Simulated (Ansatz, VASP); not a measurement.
**One calculation of Zn, two programs**

The input POSCAR:

```
Zn
1.0
    0.0000000000      1.9314682773      1.9314682773
    1.9314682773      0.0000000000      1.9314682773
    1.9314682773      1.9314682773      0.0000000000
Zn
1
Direct
    0.0000000000      0.0000000000      0.0000000000
```

Contents of INCAR.step1:

```
  ALGO = Normal
  EDIFF = 1E-4
  ENCUT = 520
  GGA = PE
  ISMEAR = 1
  LASPH = True
  LCHARG = False
  LREAL = False
  LWAVE = True
  NBANDS = 12
  NELM = 80
  PREC = Accurate
  SIGMA = 0.3
```

File INCAR.step2:

```
  ALGO = Normal
  EDIFF = 1E-7
  ENCUT = 520
  ISIF = 2
  ISMEAR = 1
  ISTART = 1
  LASPH = True
  LCHARG = False
  LMIXTAU = True
  LREAL = False
  LWAVE = False
  METAGGA = R2SCAN
  NBANDS = 12
  NELM = 80
  PREC = Accurate
  SIGMA = 0.3
```

The input KPOINTS:

```
k-points
0
Gamma
  13 13 13
```

Input for Ansatz:

```yaml
crystal:
  lattice:
    - [0.0, 1.9314682772896745, 1.9314682772896745]
    - [1.9314682772896745, 0.0, 1.9314682772896745]
    - [1.9314682772896745, 1.9314682772896745, 0.0]
  atoms:
    - { symbol: Zn, position: [0.0, 0.0, 0.0] }
basis:
  ecutwfc: 639.467576780718
kpoints:
  mp_grid:
    grid: [13, 13, 13]
hamiltonian:
  xc: r2scan
scf:
  n_extra_bands: 8
  convergence:
    dr2_threshold: 1.0e-07
  lower_state_search: "off"
  mixing:
    algorithm: msr1
  occupations:
    method: methfessel_paxton
    width: 0.3
output:
  stress: true
```

Alike in both runs: task single point; functional r2SCAN; k mesh 13 × 13 × 13; occupations methfessel-paxton of order 1, width 0.3 eV; no spin polarisation.

|  | VASP | Ansatz |
| --- | --- | --- |
| version | VASP 6.6.1 | Ansatz 0.2.0 |
| potentials or method | VASP PAW PBE potentials, release 64 (Zn), cutoff 520 eV | plane waves, PAW |
| valence electrons in the cell | 12 | 12 |

```csv
,VASP,Ansatz,Ansatz less VASP
pressure (GPa),-0.2,-0.6,-0.37
```

VASP's potentials were made for PBE, not for r2SCAN. With one functional, cell and mesh, what is left measures potentials, basis and numerics. Ansatz's warnings: stress scf threshold loose.
